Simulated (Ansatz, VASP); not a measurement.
**BeZn2TeS2: VASP beside Ansatz**

```xyz
6
Lattice="3.8167 0.0000 0.0000 0.0000 3.8167 0.0000 0.0000 0.0000 11.6968" Properties=species:S:1:pos:R:3 pbc="T T T"
Be    0.0000    0.0000    0.0000
Zn    1.9084    1.9084    0.0000
Zn    0.0000    0.0000    5.8484
Te    1.9084    1.9084    5.8484
S     1.9084    0.0000   10.4169
S     0.0000    1.9084    1.2799
```

Change from the starting cell: species swapped into the Li2MgCdP2 type (P-4m2, No. 115).

Alike in both runs: functional PBE; k mesh 10 × 10 × 4; occupations gaussian, width 0.1 eV; no spin polarisation.

Ansatz relaxed the structure, and its values are those at the end. VASP's run is a single point on that final structure, the one shown.

|  | VASP | Ansatz |
| --- | --- | --- |
| version | VASP 6.6.1 | Ansatz 0.2.0 |
| potentials or method | VASP PAW PBE potentials, release 64 (Be, Zn, Te, S), cutoff 520 eV | scalar-relativistic, plane waves, PAW |
| valence electrons in the cell | 44 | 54 |

|  | VASP | Ansatz | Ansatz less VASP |
| --- | --- | --- | --- |
| gap on the k mesh at the Fermi level (eV) | none | none | - |
| pressure (GPa) | 0.1 | 0.0 | -0.05 |
| rms of the force components (eV/Å) | 0.007 | 0.000 | -0.0068 |

A gap of «none» marks a metal or a gap that the smearing closes. With one functional, cell and mesh, what is left measures potentials, basis and numerics. VASP's potentials hold 44 valence electrons a cell and Ansatz's 54, so a difference there can come from the potentials and not from the codes.

Neither program's run includes spin-orbit coupling.
